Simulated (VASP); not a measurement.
A run of VASP 6.6.1 is set up as follows.

Contents of INCAR:

```
PREC     = Accurate       # precision mode
ENCUT    = 520            # plane-wave cutoff, eV
EDIFF    = 1E-6           # SCF threshold, eV
ISMEAR   = 0              # smearing method
SIGMA    = 0.05           # smearing width, eV
LREAL    = False          # projectors in reciprocal space
LASPH    = True           # aspherical terms in the spheres
NELM     = 100            # most SCF steps
ALGO     = Normal         # electronic algorithm
ISIF     = 2              # what is computed and relaxed
LWAVE    = False          # write WAVECAR
LCHARG   = True           # write CHGCAR
GGA      = PS             # functional
LELF     = True           # ELF
LVHAR    = True         
NBANDS   = 50             # bands
```

File KPOINTS:

```
regular mesh
0
Gamma
  6 6 6
```

File POSCAR:

```
SnSe
1.0
    5.9455093302      0.0000000000      0.0000000000
    0.0000000000     -5.9455093302      0.0000000000
    0.0000000000      0.0000000000     -5.9455093302
Sn Se
4 4
Direct
    0.0000000000      0.0000000000      0.0000000000
    0.5000000000      0.5000000000      0.0000000000
    0.5000000000      0.0000000000      0.5000000000
    0.0000000000      0.5000000000      0.5000000000
    0.5000000000      0.0000000000     -0.0134555335
    0.0000000000      0.5000000000      0.0000000000
    0.0000000000      0.0000000000      0.5000000000
    0.5000000000      0.5000000000      0.5000000000
```

Potentials or basis: VASP PAW PBE potentials, release 64 (Sn_d, Se).

The run is started by

```console
$ cat potpaw_PBE.64/Sn_d/POTCAR potpaw_PBE.64/Se/POTCAR > POTCAR
$ mpirun -np 1 vasp_std > vasp.out
```

Q: What does it give for the band gap on the k mesh?

A: 0.26 eV.

Q: Predict the largest force.

A: 0.103 eV/Å.

Q: What does it give for the pressure?

A: 0.1 GPa.

Forces on the atoms (eV/Å):
```
Sn   0.000  0.000  0.012
Sn   0.000  0.000  0.012
Sn   0.000  0.000  0.021
Sn   0.000  0.000 -0.010
Se   0.000  0.000 -0.103
Se   0.000  0.000  0.008
Se   0.000  0.000  0.030
Se   0.000  0.000  0.030
```

Caveat: the cell differs from its parent crystal (atom 5 (Se) moved +0.080 Å along Cartesian [0 0 1]); the PAW data sets were made with another functional, which shifts forces and pressure a little; spin-orbit coupling is left out, which moves the levels of the heavy elements. A k mesh can miss the band edges.
